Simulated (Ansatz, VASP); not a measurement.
**Mg5TeBr: VASP beside Ansatz**

```
Mg Te Br
1.0
     4.34311    0.00000    0.00000
     0.00000    4.34311    0.00000
     0.00000    0.00000    7.56171
Mg Te Br
5 1 1
Cartesian
  0.0000 2.1716 2.1078
  0.0000 2.1716 5.4540
  2.1716 0.0000 2.1078
  2.1716 0.0000 5.4540
  0.0000 0.0000 0.0000
  0.0000 0.0000 3.7809
  2.1716 2.1716 0.0000
```

Change from the starting cell: species swapped into the GaAsPd5 type (P4/mmm, No. 123).

Alike in both runs: task relaxation of cell and atoms; functional PBE; k mesh 4 × 4 × 2; occupations gaussian, width 0.1 eV; no spin polarisation.

```csv
,VASP,Ansatz
version,VASP 6.6.1,Ansatz 0.2.0
potentials or method,"VASP PAW PBE potentials, release 64 (Mg, Te, Br), cutoff 600 eV","scalar-relativistic, plane waves, PAW"
valence electrons in the cell,23,73
```

```csv
,VASP,Ansatz,Ansatz less VASP
"gap on the k mesh at the Fermi level, each at its own relaxed structure (eV)",none,none,-
relaxed volume (Å³/atom),27.04,27.07,+0.035
relaxed length of the cell vector where the two differ most in proportion (Å),10.518,10.618,+0.1002
```

A gap of «none» marks a metal or a gap that the smearing closes. VASP's potentials hold 23 valence electrons a cell and Ansatz's 73, so a difference there can come from the potentials and not from the codes.

The k mesh is coarse, so the values compare programs but aren't converged. Neither program's run includes spin-orbit coupling. Noted on VASP's run: the volume moved by over 15 % at a fixed basis, so the end points are rough.
